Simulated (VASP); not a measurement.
A run of VASP 6.6.1:

Contents of INCAR:

```
SYSTEM = Cd
PREC = Accurate
ENCUT = 500
EDIFF = 1E-7
ISMEAR = 0
SIGMA = 0.1
LREAL = .False.
LASPH = .True.
NELM = 120
ALGO = Normal
ISIF = 4
LWAVE = .False.
LCHARG = .False.
GGA = PE
IBRION = 2
NSW = 50
EDIFFG = -0.01
GGA_COMPAT = .False.
NELMIN = 4
```

The input KPOINTS:

```
Automatic mesh
0
Gamma
  24 24 10
  0 0 0
```

File POSCAR:

```
Cd
1.0
    1.5310343176     -2.6518303117      0.0000000000
    1.5310343176      2.6518303117      0.0000000000
    0.0000000000      0.0000000000      5.9743230306
Cd
2
Direct
    0.3333323715      0.6666676285      0.2500000000
    0.6666676285      0.3333323715      0.7500000000
```

Potentials or basis: VASP PAW PBE potentials, release 64 (Cd).

Run with:

```console
$ cat potpaw_PBE.64/Cd/POTCAR > POTCAR
$ mpirun -np 1 vasp_std > vasp.out
```

Hardware: 1 thread of Oxide Virtual Turin-like Processor (shared host).

Q: Estimate the wall time of this run.

A: It took 14 min on 1 thread of Oxide Virtual Turin-like Processor (shared host), peak memory 0.32 GiB. Counts: scf iterations 29, k points 366, ion steps 3.
